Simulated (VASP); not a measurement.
A run of VASP 6.6.1 is set up as follows.

INCAR

```
SYSTEM = MoS2
ALGO = Normal
EDIFF = 1E-7
ENCUT = 520
GGA = PE
ISIF = 2
ISMEAR = 0
IVDW = 12
LASPH = .True.
LCHARG = .False.
LREAL = .False.
LWAVE = .False.
NBANDS = 20
NELM = 60
PREC = Accurate
SIGMA = 0.05
```

KPOINTS

```
k-points
0
Gamma
  12 12 12
  0 0 0
```

File POSCAR:

```
MoS2
1.0
    1.5764743774      0.9101779062      5.9965349831
   -1.5764743774      0.9101779062      5.9965349831
    0.0000000000     -1.8203558124      5.9965349831
Mo S
1 2
Direct
    0.0000172715      0.0000172715      0.0000172715
    0.7535591264      0.7535591264      0.7535591264
    0.5797236021      0.5797236021      0.5797236021
```

Potentials or basis: VASP PAW PBE potentials, release 64 (Mo_sv, S).

Command:

```sh
$ cat potpaw_PBE.64/Mo_sv/POTCAR potpaw_PBE.64/S/POTCAR > POTCAR
$ mpirun -np 1 vasp_std > vasp.out
```

Task: Predict the band gap on the k mesh.

Result: 0.81 eV (least direct gap 1.77 eV).

Task: Estimate the largest force.

Result: 0.015 eV/Å.

Task: Predict the dispersion energy per atom.

Result: -0.440 eV.

Task: Predict the pressure.

Result: -0.1 GPa.

Forces in eV/Å, atoms in the order of the input:
```
Mo   0.000  0.000  0.000
S    0.000  0.000 -0.014
S    0.000  0.000  0.015
```

A k mesh can miss the band edges.
